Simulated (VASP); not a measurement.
Wanted: the native input for a VASP 6.6.1 run.

```
Task                   : single point
Functional             : PBEsol
Dispersion             : D3(BJ)
Potentials or basis    : VASP PAW PBE potentials, release 64 (C)
Cutoff                 : 520 eV
k mesh                 : 15 × 15 × 15
Occupations            : gaussian, width 0.05 eV
Spin                   : no spin polarisation
Dipole correction      : no
Further INCAR settings : ALGO = Normal; EDIFF = 1e-07; NBANDS = 11
```

The structure of C lies in POSCAR:

```
C
1.0
    1.2291305633      0.7096388616      3.2835658809
   -1.2291305633      0.7096388616      3.2835658809
    0.0000000000     -1.4192777231      3.2835658809
C
2
Direct
    0.1730094625      0.1730094625      0.1730094625
    0.8269905375      0.8269905375      0.8269905375
```

This cell differs from its parent crystal: mode 4 frozen in at +0.063 Å and mode 6 at +0.000 Å (largest displacements).

These files were run (other wordings do the same):

INCAR

```
SYSTEM = C
ALGO = Normal ; EDIFF = 1E-7
ENCUT = 520 ; GGA = PS
ISIF = 2 ; ISMEAR = 0
IVDW = 12 ; LASPH = .TRUE.
LCHARG = .FALSE. ; LREAL = .FALSE.
LWAVE = .FALSE. ; NBANDS = 11
NELM = 100 ; PREC = Accurate
SIGMA = 0.05
```

KPOINTS

```
k-points
0
G
  15 15 15
  0 0 0
```

Potentials or basis: VASP PAW PBE potentials, release 64 (C).

The run is started by

```bash
$ cat potpaw_PBE.64/C/POTCAR > POTCAR
$ mpirun -np 1 vasp_std > vasp.out
```

It gave:

```
Pressure                   : -0.3 GPa
Largest force              : 2.098 eV/Å
Band gap on the k mesh     : 0.55 eV, direct
Dispersion energy per atom : -0.113 eV
```

Caveat: the cell differs from its parent crystal (mode 4 frozen in at +0.063 Å and mode 6 at +0.000 Å (largest displacements)); the PAW data sets were made with another functional, which shifts forces and pressure a little.

Run time: 2.1 min on 1 thread of Intel(R) Xeon(R) Platinum 8259CL CPU @ 2.50GHz (Skylake/Cascade Lake) (shared host), peak memory 0.2 GiB.
